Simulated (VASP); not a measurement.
Set up this calculation in VASP 6.6.1, as the native input.

```yaml
Task: single point
Functional: PBE
Potentials_or_basis: VASP PAW PBE potentials, release 64 (Ga_d, P)
Cutoff: 520 eV
k_mesh: 6 × 6 × 2
Occupations: gaussian, width 0.1 eV
Spin: no spin polarisation
Dipole_correction: no
Further_INCAR_settings: ALGO = Normal; EDIFF = 1e-06; NBANDS = 24
```

The structure of GaP4 lies in POSCAR:

```
GaP4
1.0
    4.3944786165      0.0000000000      0.0000000000
   -2.1972393082      3.8057301183      0.0000000000
    0.0000000000      0.0000000000      5.3985402191
Ga P
1 4
Direct
    0.0000000000      0.0000000000      0.5000000000
    0.3333333333      0.6666666667      0.0000000000
    0.6666666667      0.3333333333      0.0000000000
    0.3333333333      0.6666666667      0.5000000000
    0.6666666667      0.3333333333      0.5000000000
```

The input as run:

INCAR

```
SYSTEM = GaP4
  ALGO = Normal
  EDIFF = 1E-6
  ENCUT = 520
  GGA = PE
  ISIF = 2
  ISMEAR = 0
  LASPH = .TRUE.
  LCHARG = .FALSE.
  LREAL = .FALSE.
  LWAVE = .FALSE.
  NBANDS = 24
  NELM = 80
  PREC = Accurate
  SIGMA = 0.1
```

KPOINTS

```
k-points
0
G
  6 6 2
  0 0 0
```

Potentials or basis: VASP PAW PBE potentials, release 64 (Ga_d, P).

Run with:

```sh
$ cat potpaw_PBE.64/Ga_d/POTCAR potpaw_PBE.64/P/POTCAR > POTCAR
$ mpirun -np 1 vasp_std > vasp.out
```

Results of the run:

```yaml
Pressure: 0.2 GPa
```

Caveat: the k points lie up to 0.58 Å⁻¹ apart.

Wall time 12 s on 1 thread of Intel(R) Xeon(R) 6975P-C (Granite Rapids) (shared host), peak memory 0.21 GiB.
